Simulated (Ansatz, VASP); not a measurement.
Two plane-wave programs on Zn4HO4

```
Zn O H
1.0
     5.60988    0.00000    0.00000
     0.00000    5.60988    0.00000
     0.00000    0.00000    3.27903
Zn O H
4 4 1
Direct
  0.18163 0.18163 0.50000
  0.81837 0.81837 0.50000
  0.68163 0.31837 0.00000
  0.31837 0.68163 0.00000
  0.81847 0.18153 0.50000
  0.18153 0.81847 0.50000
  0.68153 0.68153 0.00000
  0.31847 0.31847 0.00000
  0.99992 0.69337 0.37500
```

Alike in both runs: task single point; functional PBE; k mesh 4 × 4 × 8; occupations gaussian, width 0.05 eV; no spin polarisation.

|  | VASP | Ansatz |
| --- | --- | --- |
| version | VASP 6.6.1 | Ansatz 0.2.0 |
| potentials or method | VASP PAW PBE potentials, release 64 (Zn, O, H), cutoff 520 eV | scalar-relativistic, plane waves, PAW |
| valence electrons in the cell | 73 | 73 |

|  | VASP | Ansatz | Ansatz less VASP |
| --- | --- | --- | --- |
| gap on the k mesh at the Fermi level (eV) | none | none | - |
| pressure (GPa) | 11.5 | 10.5 | -0.94 |
| traceless stress, the component that is largest in VASP (GPa) | 6.14 | 6.06 | -0.078 |
| rms of the force components (eV/Å) | 1.889 | 1.860 | -0.0296 |

Atom by atom the forces differ by 0.035 eV/Å (rms over components). A gap of «none» marks a metal or a gap that the smearing closes. With one functional, cell and mesh, what is left measures potentials, basis and numerics.
